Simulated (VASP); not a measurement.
TiSi2:

```
Ti Si
1.0
     0.00000    4.11800    4.26150
     2.38650    0.00000    4.26150
     2.38650    4.11800    0.00000
Ti Si
2 4
Direct
  0.75000 0.75000 0.75000
  0.50000 0.50000 0.50000
  0.08300 0.41700 0.08300
  0.41700 0.08300 0.41700
  0.16700 0.83300 0.16700
  0.83300 0.16700 0.83300
```

* Program: VASP 6.6.1
* Task: relaxation of cell and atoms
* Functional: PBE
* Potentials or basis: VASP PAW PBE potentials, release 64 (Ti_sv, Si)
* Cutoff: 600 eV
* k mesh: 6 × 6 × 6
* Occupations: fermi-dirac, width 0.1 eV
* Spin: no spin polarisation

At the start: pressure 2.3 GPa; volume 13.96 Å³/atom.

**Question.** Where does the relaxation end?

**Answer.** Over 9 steps the energy falls by 3.3 meV/atom and the volume is 14.18 Å³/atom (+1.6 %); space group Fddd (No. 70, to 0.1 Å) before and after.

The path:
```csv
step,energy change (eV),largest force (eV/Å),pressure (GPa),volume (Å³)
1,0.0000,0.1809,2.28,83.76
2,-0.0095,0.1145,-1.78,86.19
3,-0.0136,0.1370,-0.38,85.31
4,-0.0171,0.0887,-0.13,85.21
5,-0.0177,0.0614,0.02,85.15
6,-0.0199,0.0173,-0.01,85.11
7,-0.0200,0.0009,0.00,85.09
8,-0.0200,0.0023,-0.01,85.10
9,-0.0201,0.0016,0.03,85.08
```

Final structure:
```yaml
crystal:
  lattice:
    - [0.00000, 4.14133, 4.27271]
    - [2.40421, 0.00000, 4.27271]
    - [2.40421, 4.14133, 0.00000]
  atoms:
    - { symbol: Ti, position: [0.75000, 0.75000, 0.75000] }
    - { symbol: Ti, position: [0.50000, 0.50000, 0.50000] }
    - { symbol: Si, position: [0.08640, 0.41360, 0.08640] }
    - { symbol: Si, position: [0.41360, 0.08640, 0.41360] }
    - { symbol: Si, position: [0.16360, 0.83640, 0.16360] }
    - { symbol: Si, position: [0.83640, 0.16360, 0.83640] }
```
